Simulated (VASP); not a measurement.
Crystal: Al3GaO6.

```
Al Ga O
1.0
     6.04727   -1.49130    0.00065
     6.04727    1.49130    0.00065
    -1.35450    0.00000    5.55723
Al Ga O
3 1 6
Direct
  0.34333 0.34333 0.68608
  0.90797 0.90797 0.20289
  0.08727 0.08727 0.79218
  0.65703 0.65703 0.31614
  0.50524 0.50524 0.74241
  0.48970 0.48970 0.25448
  0.83009 0.83009 0.43831
  0.17578 0.17578 0.57713
  0.16122 0.16122 0.09950
  0.84237 0.84237 0.89087
```

Base run:

| Quantity | Value |
| --- | --- |
| Program | VASP 6.6.1 |
| Functional | PBE |
| Potentials or basis | VASP PAW PBE potentials, release 64 (Al, Ga_d, O) |
| Cutoff | 520 eV |
| k mesh | 8 × 8 × 4 |
| Occupations | gaussian, width 0.02 eV |
| Spin | no spin polarisation |

Its results: band gap on the k mesh 3.68 eV (least direct gap 3.90 eV); pressure 0.2 GPa; largest force 0.046 eV/Å.

The run is repeated on the same cell with these changes: functional from PBE to r2SCAN; further incar settings from ALGO = Normal; EDIFF = 1e-06; NBANDS = 40 to ALGO = Normal; EDIFF = 1e-07; NBANDS = 40. What comes out?

Band gap on the k mesh 4.43 eV (least direct gap 4.67 eV); pressure -6.7 GPa; largest force 0.170 eV/Å.

Caveats: the cell stands under tension (at least some runs); the PAW data sets were made with another functional, which shifts forces and pressure a little (at least some runs).

A k mesh can miss the band edges.
